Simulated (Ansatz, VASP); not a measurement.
## One calculation of Ir, two programs

```
Ir
1.0
     0.00000    1.92213    1.92213
     1.92213    0.00000    1.92213
     1.92213    1.92213    0.00000
Ir
1
Direct
  0.00000 0.00000 0.00000
```

Alike in both runs: functional r2SCAN; k mesh 18 × 18 × 18; occupations gaussian, width 0.1 eV; no spin polarisation.

Ansatz relaxed the structure, and its values are those at the end. VASP's run is a single point on that final structure, the one shown.

```csv
,VASP,Ansatz
version,VASP 6.6.1,Ansatz 0.2.0
potentials or method,"VASP PAW PBE potentials, release 64 (Ir), cutoff 520 eV","scalar-relativistic, plane waves, PAW"
valence electrons in the cell,9,17
```

```csv
,VASP,Ansatz,Ansatz less VASP
gap on the k mesh at the Fermi level (eV),none,none,-
pressure (GPa),2.5,0.0,-2.49
```

VASP's potentials were made for PBE, not for r2SCAN. A gap of «none» marks a metal or a gap that the smearing closes. VASP's potentials hold 9 valence electrons a cell and Ansatz's 17, so a difference there can come from the potentials and not from the codes.

Neither program's run includes spin-orbit coupling.
